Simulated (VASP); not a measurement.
## Ti11AuO24 (a cell with a defect) (Rutile): single point with PBE

Ti11AuO24 (a cell with a defect) (Rutile):

```
Au Ti O
1.0
     4.59220    4.59220    0.00000
    -4.59220    4.59220    0.00000
     0.00000    0.00000    8.87220
Au Ti O
1 11 24
Direct
  0.00000 0.00000 0.00000
  0.00000 0.00000 0.33594
  0.00000 0.00000 0.66406
  0.50000 0.50000 0.00000
  0.50000 0.50000 0.33400
  0.50000 0.50000 0.66600
  0.50000 0.00000 0.16958
  0.50000 0.00000 0.50000
  0.50000 0.00000 0.83042
  0.00000 0.50000 0.16667
  0.00000 0.50000 0.50000
  0.00000 0.50000 0.83333
  0.31274 0.00000 0.00000
  0.30524 0.00000 0.33438
  0.30524 0.00000 0.66562
  0.80457 0.50000 0.00000
  0.80035 0.50000 0.33754
  0.80035 0.50000 0.66246
  0.50000 0.30491 0.16628
  0.50000 0.30294 0.50000
  0.50000 0.30491 0.83372
  0.00000 0.79003 0.18764
  0.00000 0.80359 0.50000
  0.00000 0.79003 0.81236
  0.68726 0.00000 0.00000
  0.69476 0.00000 0.33438
  0.69476 0.00000 0.66562
  0.19543 0.50000 0.00000
  0.19965 0.50000 0.33754
  0.19965 0.50000 0.66246
  0.50000 0.69509 0.16628
  0.50000 0.69706 0.50000
  0.50000 0.69509 0.83372
  0.00000 0.20997 0.18764
  0.00000 0.19641 0.50000
  0.00000 0.20997 0.81236
```

```yaml
Program: VASP 6.6.1
Task: single point
Functional: PBE
Potentials_or_basis: VASP PAW PBE potentials, release 64 (Au, Ti_sv, O)
Cutoff: 520 eV
k_mesh: 3 × 3 × 2
Occupations: fermi-dirac, width 0.01 eV
Spin: no spin polarisation
Dipole_correction: no
Charge: -1
Further_INCAR_settings: LREAL = Auto; ALGO = Normal; EDIFF = 1e-06; NBANDS = 168; NELECT = 288.0
```

```
Largest force : 0.037 eV/Å
```

Forces in eV/Å, atoms in the order of the input:
```
Au   0.000  0.000  0.000
Ti   0.000  0.000  0.006
Ti   0.000  0.000 -0.006
Ti   0.000  0.000  0.000
Ti   0.000  0.000 -0.020
Ti   0.000  0.000  0.020
Ti   0.000  0.000  0.008
Ti   0.000  0.000  0.000
Ti   0.000  0.000 -0.008
Ti   0.000  0.000  0.006
Ti   0.000  0.000  0.000
Ti   0.000  0.000 -0.006
O   -0.007 -0.007  0.000
O   -0.021 -0.021 -0.003
O   -0.021 -0.021  0.003
O   -0.010 -0.010  0.000
O   -0.006 -0.006 -0.010
O   -0.006 -0.006  0.010
O    0.026 -0.026  0.005
O    0.015 -0.015  0.000
O    0.026 -0.026 -0.005
O   -0.010  0.010 -0.018
O    0.021 -0.021  0.000
O   -0.010  0.010  0.018
O    0.007  0.007  0.000
O    0.021  0.021 -0.003
O    0.021  0.021  0.003
O    0.010  0.010  0.000
O    0.006  0.006 -0.010
O    0.006  0.006  0.010
O   -0.026  0.026  0.005
O   -0.015  0.015  0.000
O   -0.026  0.026 -0.005
O    0.010 -0.010 -0.018
O   -0.021  0.021  0.000
O    0.010 -0.010  0.018
```

Levels at points of the mesh, in eV from the Fermi level:
```tsv
k point	band 140	band 141	band 142	band 143	band 144	band 145	band 146	band 147	band 148	band 149
(0.00, 0.00, 0.00)	-1.67	-1.66	-1.63	-1.15	-0.66	-0.20	0.69	0.86	1.05	1.26
(0.00, 0.00, 0.50)	-1.72	-1.60	-1.45	-1.28	-0.50	-0.18	1.10	1.13	1.15	1.18
```

It took 32 min on 1 thread of AMD EPYC 7R13, with other jobs on the host, peak memory 0.57 GiB.

Caveat: the cell carries a net charge on a neutralising background, which shifts energy and pressure; the cell is charged against a uniform background, so pressure and absolute levels hang on convention; spin-orbit coupling is left out, which moves the levels of the heavy elements; semilocal functionals often make such compounds metallic where correlation or magnetic order opens a gap, which also shifts bond lengths.
